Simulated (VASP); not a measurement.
# In16H (a cell with a defect) in VASP: single point with PBEsol

Aim: the single point of In16H (a cell with a defect) with PBEsol.

Everything below comes from runs of VASP 6.6.1. Logs are shortened: lines on timing, memory, paths and dates and some standing lists are left out, and cuts for length are marked.

### 1 The cell of the first run

The cell holds a defect, 17 atoms: a = 7.452 Å, b = 7.452 Å, c = 7.452 Å, α = 90.00°, β = 90.00°, γ = 90.00°.

### 2 Single point, PBEsol

Input file INCAR:

```
ALGO = Normal
EDIFF = 1E-6
ENCUT = 520
GGA = PS
ISIF = 2
ISMEAR = 0
LASPH = T
LCHARG = F
LREAL = Auto
LWAVE = F
NBANDS = 118
NELM = 100
PREC = Accurate
SIGMA = 0.1
```

Input file KPOINTS:

```
k-points
0
Gamma
  3 3 3
```

Input file POSCAR:

```
In16H
1.0
    7.4517846848      0.0000000000      0.0000000000
    0.0000000000      7.4517846848      0.0000000000
    0.0000000000      0.0000000000      7.4517846848
In H
16 1
Direct
   -0.0226183401     -0.0226184742     -0.0024571295
    0.5091886253     -0.0166377593      0.0000319387
   -0.0166377593      0.5091891621      0.0000319387
    0.0126137568      0.0126137568      0.5024499712
    0.2614001991      0.2614007358      0.2491858096
    0.5155254966      0.5155256308      0.0021802831
    0.4957946527     -0.0024069402      0.4999133976
    0.7492907050      0.2449189123      0.2493416113
   -0.0024076112      0.4957950553      0.4999132634
    0.2449190465      0.7492905708      0.2493418796
    0.2644689941      0.2644696651      0.7484997535
    0.5096678394      0.5096674368      0.4968225944
    0.7562764141      0.7562766825      0.2721377611
    0.7468541075      0.2470832261      0.7506635305
    0.2470833603      0.7468538391      0.7506631279
    0.7532784745      0.7532786087      0.7278495326
    0.1693853289      0.1693830476     -0.0037765450
```

Potentials or basis: VASP PAW PBE potentials, release 64 (In_d, H).

On the command line:

```sh
$ cat potpaw_PBE.64/In_d/POTCAR potpaw_PBE.64/H/POTCAR > POTCAR
$ mpirun -np 1 vasp_std > vasp.out
```

OUTCAR:

```text
EDIFF = 1E-6
   ENCUT = 520
   GGA = PS
   ISIF = 2
   ISMEAR = 0
   LASPH = T
   LREAL = Auto
   NELM = 100
   PREC = Accurate

 ion  position               nearest neighbor table
   1  0.977  0.977  0.998-  17 2.02  13 3.10  16 3.10  14 3.22  15 3.22   8 3.22  10 3.22   3 3.49
                             2 3.49   5 3.53  11 3.55   4 3.71   4 3.78   2 3.96   3 3.96
   2  0.509  0.983  0.000-  16 3.22  13 3.22  10 3.22  15 3.22   8 3.23  14 3.23   5 3.34  11 3.35
                             6 3.49   1 3.49   7 3.73   7 3.73   1 3.96   6 3.97
   3  0.983  0.509  0.000-  16 3.22  13 3.22   8 3.22  14 3.22  10 3.23  15 3.23   5 3.34  11 3.35
                             6 3.49   1 3.49   9 3.73   9 3.73   1 3.96   6 3.97
   4  0.013  0.013  0.502-  13 3.20  16 3.21  14 3.22  15 3.22  10 3.23   8 3.23  11 3.23   5 3.23
                             7 3.60   9 3.60   1 3.71   1 3.78   9 3.85   7 3.85
   5  0.261  0.261  0.249-  17 2.12  12 3.20   9 3.23   7 3.23   4 3.23   6 3.25   3 3.34   2 3.34
                             1 3.53  10 3.64   8 3.64  11 3.72  11 3.73   8 3.82  10 3.82
   6  0.516  0.516  0.002-  16 3.23  13 3.24  15 3.24  14 3.24  10 3.24   8 3.24   5 3.25  11 3.25
                             2 3.49   3 3.49  12 3.69  12 3.77   3 3.97   2 3.97
   7  0.496  0.998  0.500-  16 3.14  13 3.14  11 3.22  10 3.23   5 3.23  15 3.23  14 3.23   8 3.23
                             4 3.60  12 3.64   2 3.73   2 3.73  12 3.82   4 3.85
   8  0.749  0.245  0.249-   3 3.22   1 3.22   4 3.23   9 3.23   2 3.23   7 3.23  12 3.24   6 3.24
                             5 3.64  13 3.65  14 3.72  14 3.74  13 3.81   5 3.82
   9  0.998  0.496  0.500-  16 3.14  13 3.14  11 3.22   8 3.23   5 3.23  14 3.23  15 3.23  10 3.23
                             4 3.60  12 3.64   3 3.73   3 3.73  12 3.82   4 3.85
  10  0.245  0.749  0.249-   2 3.22   1 3.22   4 3.23   7 3.23   3 3.23   9 3.23  12 3.24   6 3.24
                             5 3.64  13 3.65  15 3.72  15 3.74  13 3.81   5 3.82
  11  0.264  0.264  0.748-  17 2.10  12 3.19   9 3.22   7 3.22   4 3.23   6 3.25   3 3.35   2 3.35
                             1 3.55  15 3.60  14 3.60   5 3.72   5 3.73  14 3.86  15 3.86
  12  0.510  0.510  0.497-  16 3.09  13 3.09  11 3.19   5 3.20   8 3.24  10 3.24  14 3.25  15 3.25
                             9 3.64   7 3.64   6 3.69   6 3.77   7 3.82   9 3.82
  13  0.756  0.756  0.272-  12 3.09   1 3.10   9 3.14   7 3.14   4 3.20   3 3.22   2 3.22   6 3.24
                            16 3.40   8 3.65  10 3.65  10 3.81   8 3.81
  14  0.747  0.247  0.751-   3 3.22   1 3.22   4 3.22   9 3.23   7 3.23   2 3.23   6 3.24  12 3.25
                            11 3.60  16 3.68   8 3.72   8 3.74  16 3.78  11 3.86
  15  0.247  0.747  0.751-   2 3.22   1 3.22   4 3.22   7 3.23   9 3.23   3 3.23   6 3.24  12 3.25
                            11 3.60  16 3.68  10 3.72  10 3.74  16 3.78  11 3.86
  16  0.753  0.753  0.728-  12 3.09   1 3.10   9 3.14   7 3.14   4 3.21   3 3.22   2 3.22   6 3.23
                            13 3.40  14 3.68  15 3.68  15 3.78  14 3.78
  17  0.169  0.169  0.996-   1 2.02  11 2.10   5 2.12

  LATTYP: Found a simple cubic cell.
 ALAT       =     7.4517846848

  Lattice vectors:

 A1 = (   7.4517846848,   0.0000000000,   0.0000000000)
 A2 = (   0.0000000000,   7.4517846848,   0.0000000000)
 A3 = (   0.0000000000,   0.0000000000,   7.4517846848)

Analysis of symmetry for initial positions (statically):
=====================================================================
 Subroutine PRICEL returns:
 Original cell was already a primitive cell.

 Routine SETGRP: Setting up the symmetry group for a
 simple cubic supercell.

 Subroutine GETGRP returns: Found  2 space group operations
 (whereof  2 operations were pure point group operations)
 out of a pool of 48 trial point group operations.

The static configuration has the point symmetry C_1h.

Analysis of symmetry for dynamics (positions and initial velocities):
=====================================================================
 Subroutine PRICEL returns:
 Original cell was already a primitive cell.

 Routine SETGRP: Setting up the symmetry group for a
 simple cubic supercell.

 Subroutine GETGRP returns: Found  2 space group operations
 (whereof  2 operations were pure point group operations)
 out of a pool of 48 trial point group operations.

The dynamic configuration has the point symmetry C_1h.

 Subroutine INISYM returns: Found  2 space group operations
 (whereof  2 operations are pure point group operations),
 and found     1 'primitive' translations

----------------------------------------------------------------------------------------

                                     Primitive cell

  volume of cell :     413.7909

  direct lattice vectors                    reciprocal lattice vectors
[... 60 lines left out ...]

  Length of vectors
     0.044732014  0.044732014  0.044732014

  Shift w.r.t. Gamma in fractional coordinates (k-lattice)
     0.000000000  0.000000000  0.000000000

 Subroutine IBZKPT returns following result:
 ===========================================

 Found     10 irreducible k-points:

 Following reciprocal coordinates:
            Coordinates               Weight
  0.000000  0.000000  0.000000      1.000000
  0.333333  0.000000  0.000000      4.000000
  0.000000  0.000000  0.333333      2.000000
  0.333333  0.333333  0.000000      2.000000
  0.000000  0.333333  0.333333      4.000000
 -0.333333  0.333333  0.000000      2.000000
 -0.333333  0.000000  0.333333      4.000000
  0.333333  0.333333  0.333333      2.000000
 -0.333333  0.333333  0.333333      4.000000
 -0.333333 -0.333333  0.333333      2.000000
   k-points           NKPTS =     10   k-points in BZ     NKDIM =     10   number of bands    NBANDS=    118
   number of dos      NEDOS =    301   number of ions     NIONS =     17
   total plane-waves  NPLWV = 175616
   dimension x,y,z NGX =    56 NGY =   56 NGZ =   56
   dimension x,y,z NGXF=   112 NGYF=  112 NGZF=  112
   ions per type =              16   1
   NGX,Y,Z   is equivalent  to a cutoff of  12.49, 12.49, 12.49 a.u.
   NGXF,Y,Z  is equivalent  to a cutoff of  24.99, 24.99, 24.99 a.u.
 SYSTEM =  unknown system
   PREC   = accura    normal or accurate (medium, high low for compatibility)
   ISTART =      0    job   : 0-new  1-cont  2-samecut
   ICHARG =      2    charge: 1-file 2-atom 10-const
   ISPIN  =      1    spin polarized calculation?
   LNONCOLLINEAR =      F non collinear calculations
   LSORBIT =      F    spin-orbit coupling
   LASPH  =      T    aspherical Exc in radial PAW
   ENCUT  =  520.0 eV  38.22 Ry    6.18 a.u.  13.86 13.86 13.86*2*pi/ulx,y,z
   NELM   =    100;   NELMIN=  2; NELMDL= -5     # of ELM steps
   EDIFF  = 0.1E-05   stopping-criterion for ELM
   LREAL  =      T    real-space projection
   EDIFFG = 0.1E-04   stopping-criterion for IOM
   NSW    =      0    number of steps for IOM
   IBRION =     -1    ionic relax: 0-MD 1-quasi-New 2-CG
   NFREE  =      0    steps in history (QN), initial steepest desc. (CG)
   ISIF   =      2    stress and relaxation
   ISYM   =      2    0-nonsym 1-usesym 2-fastsym
   POTIM  = 0.5000    time-step for ionic-motion
   TEBEG  =    0.0;   TEEND  =   0.0 temperature during run
   PSTRESS=    0.0 pullay stress
   NELECT =     209.0000    total number of electrons
   NUPDOWN=      -1.0000    fix difference up-down
   EMIN   =  10.00;   EMAX   =-10.00  energy-range for DOS
   EFERMI =   0.00;   METHOD = LEGACY
   ISMEAR =     0;   SIGMA  =   0.10  broadening in eV -4-tet -1-fermi 0-gaus
   EFERMI_NEDOS =   21; number of points for ismear=-14 and -15
   IALGO  =     38    algorithm
   IMIX   =      4    mixing-type and parameters
     AMIX     =   0.40;   BMIX     =  1.00
     AMIX_MAG =   1.60;   BMIX_MAG =  1.00
  volume/ion in A,a.u.               =      24.34       164.26
  Fermi-wavevector in a.u.,A,eV,Ry     =   1.303757  2.463743 23.126940  1.699782
  Thomas-Fermi vector in A             =   2.434738
   LORBIT       =      0    0 simple, 1 ext, 2 COOP (PROOUT), +10 PAW based schemes
   GGA     = PS    functional components
   LHFCALC =     F    Hartree Fock is set to
   AEXX    =    0.0000 exact exchange contribution
   IVDW    =     0    specifies the selected vdW correction
   LEPSILON=     F    determine dielectric tensor
   LRPA    =     F    only Hartree local field effects (RPA)
 non-spin polarized calculation
 Gauss-broadening in eV      SIGMA  =   0.10
  energy-cutoff  :      520.00
  volume of cell :      413.79
 maximum number of plane-waves:     11161
   NGX = 27   NGY = 27   NGZ = 27

 number of electron     208.9999998 magnetization

 Free energy of the ion-electron system (eV)
  ---------------------------------------------------
  ext. energy  EPLUGINS =         0.00000000
  ---------------------------------------------------
  free energy    TOTEN  =       -50.11308658 eV

  energy without entropy =      -50.05070830  energy(sigma->0) =      -50.08189744

 E-fermi :   7.4130     XC(G=0): -10.4939

 val. band max:        7.4119486218   @ k =  -0.3333   0.3333   0.0000
 cond. band min:       7.4248829444   @ k =  -0.3333   0.3333   0.3333
 fundamental gap:      0.0129343225
 Fermi energy:         7.4129989970

 k-point     1 :       0.0000    0.0000    0.0000
  band No.  band energies     occupation
      1      -7.2389      2.00000
      2      -7.2185      2.00000
      3      -7.2111      2.00000
      4      -7.2030      2.00000
      5      -7.2009      2.00000
      6      -7.1991      2.00000
[... 1179 lines left out ...]
    115       8.9758      0.00000
    116       9.0262      0.00000
 [bands above 116 left out]

------------------------ aborting loop because EDIFF is reached ----------------------------------------

  FORCE on cell =-STRESS in cart. coord.  units (eV):
  Direction    XX          YY          ZZ          XY          YZ          ZX
  --------------------------------------------------------------------------------------
  -------------------------------------------------------------------------------------
  Total        1.4788768      1.4788768      1.6187938      0.5598872     -0.0025549     -0.0025548
  in kB        5.7261364      5.7261364      6.2678878      2.1678549     -0.0098923     -0.0098919
  external PRESSURE =       5.9067202 kB  Pullay stress =       0.0000000 kB

 VOLUME and BASIS-vectors are now :
 -----------------------------------------------------------------------------
  energy-cutoff  :      520.00
  volume of cell :      413.79
      direct lattice vectors                 reciprocal lattice vectors
     7.451784685  0.000000000  0.000000000     0.134196041  0.000000000  0.000000000
     0.000000000  7.451784685  0.000000000     0.000000000  0.134196041  0.000000000
     0.000000000  0.000000000  7.451784685     0.000000000  0.000000000  0.134196041

 POSITION                                       TOTAL-FORCE (eV/Angst)
 -----------------------------------------------------------------------------------
      7.28324      7.28324      7.43347        -0.006313     -0.006313     -0.013730
      3.79436      7.32780      0.00024         0.004531      0.015529      0.002986
      7.32780      3.79437      0.00024         0.015529      0.004531      0.002986
      0.09399      0.09399      3.74415        -0.002626     -0.002626      0.009540
      1.94790      1.94790      1.85688        -0.005860     -0.005860     -0.003720
      3.84159      3.84159      0.01625        -0.013052     -0.013052      0.010624
[... 9 lines left out ...]
      5.61327      5.61327      5.42378         0.019938      0.019938     -0.014621
      1.26222      1.26221      7.42364         0.003039      0.003039      0.003560
 -----------------------------------------------------------------------------------
    total drift:                               -0.071373     -0.076459     -0.025964

  FREE ENERGIE OF THE ION-ELECTRON SYSTEM (eV)
  ---------------------------------------------------
  free  energy   TOTEN  =       -50.1130865804 eV

  energy  without entropy=      -50.0507083026  energy(sigma->0) =      -50.08189744
```

It took 10 min on 1 thread of Intel Xeon Platinum 8488C (Sapphire Rapids), shared host; peak memory 0.58 GiB.

Results:

```
Free energy   : -50.1131 eV
Pressure      : 0.6 GPa
Largest force : 0.032 eV/Å
```

Forces on the atoms (eV/Å):
```
In  -0.006 -0.006 -0.014
In   0.005  0.016  0.003
In   0.016  0.005  0.003
In  -0.003 -0.003  0.010
In  -0.006 -0.006 -0.004
In  -0.013 -0.013  0.011
In  -0.005  0.005  0.000
In   0.004 -0.011  0.007
In   0.005 -0.005  0.000
In  -0.011  0.004  0.007
In  -0.008 -0.008 -0.007
In   0.008  0.008  0.007
In   0.000  0.000  0.007
In   0.000 -0.008 -0.009
In  -0.008  0.000 -0.009
In   0.020  0.020 -0.015
H    0.003  0.003  0.004
```

Levels at points of the mesh, in eV from the Fermi level:
```tsv
k point	band 100	band 101	band 102	band 103	band 104	band 105	band 106	band 107	band 108	band 109
(0.00, 0.00, 0.00)	-2.22	-2.20	-0.60	0.06	0.14	0.14	0.20	0.27	1.12	1.18
```

Caveat: the PAW data sets were made with another functional, which shifts forces and pressure a little; spin-orbit coupling is left out, which moves the levels of the heavy elements.
